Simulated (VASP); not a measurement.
Here is a VASP 6.6.1 calculation.

The input INCAR:

```
SYSTEM = NaCl
  AGGAC = 1.0
  AGGAX = 1.0
  ALDAC = 0.0
  ALDAX = 1.0
  ALGO = Normal
  EDIFF = 1E-6
  ENCUT = 520
  GGA = B5
  ISIF = 2
  ISMEAR = -1
  LASPH = .TRUE.
  LCHARG = .FALSE.
  LREAL = .FALSE.
  LWAVE = .FALSE.
  NBANDS = 14
  NELM = 100
  PREC = Accurate
  SIGMA = 0.05
```

File KPOINTS:

```
k-points
0
G
  8 8 8
  0 0 0
```

File POSCAR:

```
NaCl
1.0
    0.0000000000      2.7940632177      2.7940632177
    2.7940632177      0.0000000000      2.7940632177
    2.7940632177      2.7940632177      0.0000000000
Cl Na
1 1
Direct
    0.5000000000      0.5000000000      0.5000000000
    0.0000000000      0.0000000000      0.0000000000
```

Potentials or basis: VASP PAW PBE potentials, release 64 (Cl, Na_pv).

Command:

```sh
$ cat potpaw_PBE.64/Cl/POTCAR potpaw_PBE.64/Na_pv/POTCAR > POTCAR
$ mpirun -np 1 vasp_std > vasp.out
```

(1) Predict the pressure.

(2) What does it give for the band gap on the k mesh?

Answers

(1) 2.4 GPa.

(2) 5.27 eV, direct.

Caveat: the PAW data sets were made with another functional, which shifts forces and pressure a little.
